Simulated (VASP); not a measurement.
# CdS (P1) in VASP: single point with LDA

Aim: the single point of CdS with LDA.

Everything below comes from runs of VASP 6.6.1. Logs are shortened: lines on timing, memory, paths and dates and some standing lists are left out, and cuts for length are marked.

**1. The cell of the first run**

The typed cell holds 8 atoms: a = 8.196 Å, b = 8.196 Å, c = 4.018 Å, α = 60.19°, β = 123.31°, γ = 102.10°.

**2. Single point, LDA**

File INCAR:

```
PREC     = Accurate       # precision mode
ENCUT    = 520            # plane-wave cutoff, eV
EDIFF    = 1E-6           # SCF threshold, eV
ISMEAR   = 0              # smearing method
SIGMA    = 0.02           # smearing width, eV
LREAL    = False          # projectors in reciprocal space
LASPH    = True           # aspherical terms in the spheres
NELM     = 60             # most SCF steps
ALGO     = Normal         # electronic algorithm
ISIF     = 2              # what is computed and relaxed
LWAVE    = False          # write WAVECAR
LCHARG   = True           # write CHGCAR
GGA      = CA             # functional
LELF     = True           # ELF
LVHAR    = True         
NBANDS   = 46             # bands
```

File KPOINTS:

```
Automatic mesh
0
Gamma
  4 4 9
```

File POSCAR:

```
CdS
1.0
    8.1956798783      0.0000576311     -0.0903505226
   -1.7184160804      8.0139582784      0.0291680203
   -2.1738051188      1.5658150273      2.9948347749
Cd S
4 4
Direct
    0.5047677072      0.3288725130      0.1846597793
    0.5047677072      0.8288725130      0.1846597793
    0.0045852985      0.1616816062      0.3478303937
    0.0045852985      0.6616816062      0.3478303937
    0.8719002047      0.3408308244      0.5190150282
    0.8719002047      0.8408308244      0.5190150282
    0.3727467896      0.1686150563      0.7024947988
    0.3727467896      0.6686150563      0.7024947988
```

Potentials or basis: VASP PAW LDA potentials, release 64 (Cd, S).

Started as:

```bash
cat potpaw_LDA.64/Cd/POTCAR potpaw_LDA.64/S/POTCAR > POTCAR
mpirun -np 1 vasp_std > vasp.out
```

OUTCAR:

```text
PREC = Accurate
   ENCUT = 520
   EDIFF = 1E-6
   ISMEAR = 0
   LREAL = False
   LASPH = True
   NELM = 60
   ISIF = 2
   GGA = CA

 ion  position               nearest neighbor table
   1  0.505  0.329  0.185-   8 2.51   7 2.51   7 2.53   5 2.54
   2  0.505  0.829  0.185-   7 2.51   8 2.51   8 2.53   6 2.54
   3  0.005  0.162  0.348-   5 2.50   5 2.51   6 2.53   7 2.53
   4  0.005  0.662  0.348-   6 2.50   6 2.51   5 2.53   8 2.53
   5  0.872  0.341  0.519-   3 2.50   3 2.51   4 2.53   1 2.54
   6  0.872  0.841  0.519-   4 2.50   4 2.51   3 2.53   2 2.54
   7  0.373  0.169  0.702-   2 2.51   1 2.51   1 2.53   3 2.53
   8  0.373  0.669  0.702-   1 2.51   2 2.51   2 2.53   4 2.53

  LATTYP: Found a triclinic cell.
 ALAT       =     7.7082470579
 B/A-ratio  =     0.8908193687
 C/A-ratio  =     1.3976452379
 COS(alpha) =     0.0046690740
 COS(beta)  =     0.3957285482
 COS(gamma) =     0.8541658788

  Lattice vectors:

 A1 = (   3.8480696407,   3.1316876857,   5.8993190272)
 A2 = (   6.0218747595,   1.5658726584,   2.9044842523)
 A3 = (  -3.8922211992,   9.5797733057,   3.0240027952)

Analysis of symmetry for initial positions (statically):
=====================================================================
 Subroutine PRICEL returns following result:

  LATTYP: Found a triclinic cell.
 ALAT       =     4.0705457031
 B/A-ratio  =     1.0067664732
 C/A-ratio  =     1.6869128315
 COS(alpha) =     0.0406086762
 COS(beta)  =     0.1102928589
 COS(gamma) =     0.5160650294

  Lattice vectors:

 A1 = (   1.3145970786,   2.4411641119,  -2.9802507648)
 A2 = (  -0.8592080402,   4.0069791392,   0.0145840102)
 A3 = (   6.0218747595,   1.5658726584,   2.9044842523)

   2 primitive cells build up your supercell.

 Routine SETGRP: Setting up the symmetry group for a
 triclinic supercell.

 Subroutine GETGRP returns: Found  1 space group operations
 (whereof  1 operations were pure point group operations)
 out of a pool of  2 trial point group operations.

The static configuration has the point symmetry C_1 .

Analysis of symmetry for dynamics (positions and initial velocities):
=====================================================================
 Subroutine PRICEL returns following result:

  LATTYP: Found a triclinic cell.
 ALAT       =     4.0705457031
 B/A-ratio  =     1.0067664732
 C/A-ratio  =     1.6869128315
 COS(alpha) =     0.0406086762
 COS(beta)  =     0.1102928589
 COS(gamma) =     0.5160650294

  Lattice vectors:

 A1 = (   1.3145970786,   2.4411641119,  -2.9802507648)
 A2 = (  -0.8592080402,   4.0069791392,   0.0145840102)
 A3 = (   6.0218747595,   1.5658726584,   2.9044842523)

   2 primitive cells build up your supercell.

 Routine SETGRP: Setting up the symmetry group for a
 triclinic supercell.

 Subroutine GETGRP returns: Found  1 space group operations
 (whereof  1 operations were pure point group operations)
 out of a pool of  2 trial point group operations.

The dynamic configuration has the point symmetry C_1 .

 Subroutine INISYM returns: Found  1 space group operations
 (whereof  1 operations are pure point group operations),
 and found     2 'primitive' translations

----------------------------------------------------------------------------------------

                                     Primitive cell

  volume of cell :      97.4977

  direct lattice vectors                    reciprocal lattice vectors
     1.314597079  2.441164112 -2.980250765     0.119134839  0.026496827 -0.261287606
    -0.859208040  4.006979139  0.014584010    -0.120587640  0.223235281  0.129663518
     6.021874760  1.565872658  2.904484252     0.122848091  0.026067114  0.075540571

  length of vectors
     4.070545703  4.098088941  6.866655778     0.288385860  0.284935076  0.146552127

  position of ions in fractional coordinates (direct lattice)
     0.320107928  0.337637098  0.504767707
     0.656754905  0.666608308  0.004585298
     0.352885176  0.328776472  0.871900205
     0.670251991  0.666978122  0.372746790

  ion indices of the primitive-cell ions
   primitive index   ion index
                 1           1
                 2           3
                 3           5
                 4           7

----------------------------------------------------------------------------------------

 KPOINTS: Automatic mesh

Automatic generation of k-mesh.
 Grid dimensions read from file:
 generate k-points for:    4    4    9

 Generating k-lattice:

  Cartesian coordinates                     Fractional coordinates (reciprocal lattice)
     0.030712023  0.006516779  0.018885143     0.250000000  0.000000000  0.000000000
    -0.000181600  0.031216514 -0.016453011    -0.000000000  0.250000000  0.000000000
     0.000412584 -0.000047746  0.037425353    -0.000000000  0.000000000  0.111111111

  Length of vectors
     0.036638032  0.035287466  0.037427658

  Shift w.r.t. Gamma in fractional coordinates (k-lattice)
     0.000000000  0.000000000  0.000000000

 Subroutine IBZKPT returns following result:
 ===========================================

 Found     74 irreducible k-points:

 Following reciprocal coordinates:
            Coordinates               Weight
  0.000000  0.000000  0.000000      1.000000
  0.250000  0.000000  0.000000      2.000000
  0.500000  0.000000  0.000000      1.000000
 -0.000000  0.250000  0.000000      2.000000
  0.250000  0.250000  0.000000      2.000000
  0.500000  0.250000 -0.000000      2.000000
[... 16 lines left out ...]
  0.000000 -0.250000  0.111111      2.000000
  0.250000 -0.250000  0.111111      2.000000
 [... further k-points ...]
   k-points           NKPTS =     74   k-points in BZ     NKDIM =     74   number of bands    NBANDS=     46
   number of dos      NEDOS =    301   number of ions     NIONS =      8
   total plane-waves  NPLWV = 122880
   dimension x,y,z NGX =    64 NGY =   64 NGZ =   30
   dimension x,y,z NGXF=   128 NGYF=  128 NGZF=   60
   ions per type =               4   4
   NGX,Y,Z   is equivalent  to a cutoff of  12.98, 12.98, 12.41 a.u.
   NGXF,Y,Z  is equivalent  to a cutoff of  25.96, 25.96, 24.82 a.u.
 SYSTEM =  unknown system
   PREC   = accura    normal or accurate (medium, high low for compatibility)
   ISTART =      0    job   : 0-new  1-cont  2-samecut
   ICHARG =      2    charge: 1-file 2-atom 10-const
   ISPIN  =      1    spin polarized calculation?
   LNONCOLLINEAR =      F non collinear calculations
   LSORBIT =      F    spin-orbit coupling
   LASPH  =      T    aspherical Exc in radial PAW
   ENCUT  =  520.0 eV  38.22 Ry    6.18 a.u.  15.24 15.24  7.47*2*pi/ulx,y,z
   NELM   =     60;   NELMIN=  2; NELMDL= -5     # of ELM steps
   EDIFF  = 0.1E-05   stopping-criterion for ELM
   LREAL  =      F    real-space projection
   EDIFFG = 0.1E-04   stopping-criterion for IOM
   NSW    =      0    number of steps for IOM
   IBRION =     -1    ionic relax: 0-MD 1-quasi-New 2-CG
   NFREE  =      0    steps in history (QN), initial steepest desc. (CG)
   ISIF   =      2    stress and relaxation
   ISYM   =      2    0-nonsym 1-usesym 2-fastsym
   POTIM  = 0.5000    time-step for ionic-motion
   TEBEG  =    0.0;   TEEND  =   0.0 temperature during run
   PSTRESS=    0.0 pullay stress
   NELECT =      72.0000    total number of electrons
   NUPDOWN=      -1.0000    fix difference up-down
   EMIN   =  10.00;   EMAX   =-10.00  energy-range for DOS
   EFERMI =   0.00;   METHOD = LEGACY
   ISMEAR =     0;   SIGMA  =   0.02  broadening in eV -4-tet -1-fermi 0-gaus
   EFERMI_NEDOS =   21; number of points for ismear=-14 and -15
   IALGO  =     38    algorithm
   IMIX   =      4    mixing-type and parameters
     AMIX     =   0.40;   BMIX     =  1.00
     AMIX_MAG =   1.60;   BMIX_MAG =  1.00
  volume/ion in A,a.u.               =      24.37       164.49
  Fermi-wavevector in a.u.,A,eV,Ry     =   1.174476  2.219438 18.767800  1.379394
  Thomas-Fermi vector in A             =   2.310873
   LORBIT       =      0    0 simple, 1 ext, 2 COOP (PROOUT), +10 PAW based schemes
   GGA     = CA    functional components
   LHFCALC =     F    Hartree Fock is set to
   AEXX    =    0.0000 exact exchange contribution
   IVDW    =     0    specifies the selected vdW correction
   LEPSILON=     F    determine dielectric tensor
   LRPA    =     F    only Hartree local field effects (RPA)
 non-spin polarized calculation
 Gauss-broadening in eV      SIGMA  =   0.02
  energy-cutoff  :      520.00
  volume of cell :      195.00
 maximum number of plane-waves:      5284
 NGX is ok and might be reduce to    64
   NGX = 31   NGY = 31   NGZ = 15

 number of electron      71.9999997 magnetization

 Free energy of the ion-electron system (eV)
  ---------------------------------------------------
  ext. energy  EPLUGINS =         0.00000000
  ---------------------------------------------------
  free energy    TOTEN  =       -29.47511866 eV

  energy without entropy =      -29.47511866  energy(sigma->0) =      -29.47511866

 E-fermi :   1.4729     XC(G=0):  -9.6743

 val. band max:        1.3906674883   @ k =   0.0000   0.0000   0.0000
 cond. band min:       2.1982617621   @ k =   0.0000   0.0000   0.0000
 fundamental gap:      0.8075942738
 Fermi energy:         1.4728636408

 k-point     1 :       0.0000    0.0000    0.0000
  band No.  band energies     occupation
      1     -11.1633      2.00000
      2     -10.6985      2.00000
      3     -10.6977      2.00000
      4     -10.5586      2.00000
      5      -6.5593      2.00000
      6      -6.5307      2.00000
[... 38 lines left out ...]
     45       7.9452      0.00000
     46       8.0905      0.00000

 k-point     2 :       0.2500    0.0000    0.0000
  band No.  band energies     occupation
      1     -11.0955      2.00000
      2     -10.7655      2.00000
      3     -10.6756      2.00000
      4     -10.5734      2.00000
      5      -6.5494      2.00000
      6      -6.5229      2.00000
[... 38 lines left out ...]
     45       7.7900      0.00000
     46       8.0624      0.00000

 k-point     3 :       0.5000    0.0000    0.0000
  band No.  band energies     occupation
      1     -10.9347      2.00000
      2     -10.9264      2.00000
      3     -10.6376      2.00000
      4     -10.6032      2.00000
      5      -6.5247      2.00000
      6      -6.5150      2.00000
[... 38 lines left out ...]
     45       7.8397      0.00000
     46       8.0227      0.00000

 k-point     4 :      -0.0000    0.2500    0.0000
  band No.  band energies     occupation
      1     -11.1025      2.00000
      2     -10.7801      2.00000
      3     -10.6712      2.00000
      4     -10.5663      2.00000
      5      -6.5346      2.00000
      6      -6.5001      2.00000
[... 920 lines left out ...]
     45       7.8713      0.00000
     46       8.0770      0.00000

 k-point    23 :       0.0000   -0.2500    0.1111
  band No.  band energies     occupation
      1     -10.9895      2.00000
      2     -10.8260      2.00000
      3     -10.6515      2.00000
      4     -10.5770      2.00000
      5      -6.5008      2.00000
      6      -6.4775      2.00000
[... 38 lines left out ...]
     45       7.9194      0.00000
     46       7.9245      0.00000

 k-point    24 :       0.2500   -0.2500    0.1111
  band No.  band energies     occupation
      1     -10.8790      2.00000
      2     -10.7629      2.00000
      3     -10.7567      2.00000
      4     -10.6305      2.00000
      5      -6.4847      2.00000
      6      -6.4551      2.00000
[... 38 lines left out ...]
     45       7.5601      0.00000
     46       7.9329      0.00000

 [... further k-points ...]

------------------------ aborting loop because EDIFF is reached ----------------------------------------

  FORCE on cell =-STRESS in cart. coord.  units (eV):
  Direction    XX          YY          ZZ          XY          YZ          ZX
  --------------------------------------------------------------------------------------
  -------------------------------------------------------------------------------------
  Total       -3.6685839     -1.6657507      0.5610546     -1.6227272      0.0098203     -0.0014402
  in kB      -30.1428796    -13.6866224      4.6098987    -13.3331199      0.0806885     -0.0118334
  external PRESSURE =     -13.0732011 kB  Pullay stress =       0.0000000 kB

 VOLUME and BASIS-vectors are now :
 -----------------------------------------------------------------------------
  energy-cutoff  :      520.00
  volume of cell :      195.00
      direct lattice vectors                 reciprocal lattice vectors
     8.195679878  0.000057631 -0.090350523     0.122848091  0.026067114  0.075540571
    -1.718416080  8.013958278  0.029168020    -0.000726401  0.124866054 -0.065812044
    -2.173805119  1.565815027  2.994834775     0.003713252 -0.000429713  0.336828177

 POSITION                                       TOTAL-FORCE (eV/Angst)
 -----------------------------------------------------------------------------------
      3.17036      2.92474      0.51701         0.006427      0.001964      0.010259
      2.31115      6.93172      0.53160         0.006427      0.001964      0.010259
     -0.99637      1.84035      1.04600         0.000836     -0.005297      0.012844
     -1.85558      5.84733      1.06058         0.000836     -0.005297      0.012844
      5.43189      3.54414      1.48553        -0.002058      0.003747     -0.015652
      4.57268      7.55111      1.50011        -0.002058      0.003747     -0.015652
      1.23808      2.45127      2.07510        -0.005204     -0.000413     -0.007451
      0.37887      6.45825      2.08968        -0.005204     -0.000413     -0.007451
 -----------------------------------------------------------------------------------
    total drift:                                0.001035      0.000307     -0.000685

  FREE ENERGIE OF THE ION-ELECTRON SYSTEM (eV)
  ---------------------------------------------------
  free  energy   TOTEN  =       -29.4751186607 eV

  energy  without entropy=      -29.4751186607  energy(sigma->0) =      -29.47511866
```

Run time: 9.9 min. Hardware: 1 thread of Intel Xeon Platinum 8488C (Sapphire Rapids), shared host; peak memory 0.59 GiB.

What came out:

```yaml
Free_energy: -29.4751 eV
Pressure: -1.3 GPa
Largest_force: 0.016 eV/Å
Band_gap_on_the_k_mesh: 0.81 eV
```

Forces in eV/Å, atoms in the order of the input:
```
Cd   0.006  0.002  0.010
Cd   0.006  0.002  0.010
Cd   0.001 -0.005  0.013
Cd   0.001 -0.005  0.013
S   -0.002  0.004 -0.016
S   -0.002  0.004 -0.016
S   -0.005  0.000 -0.007
S   -0.005  0.000 -0.007
```
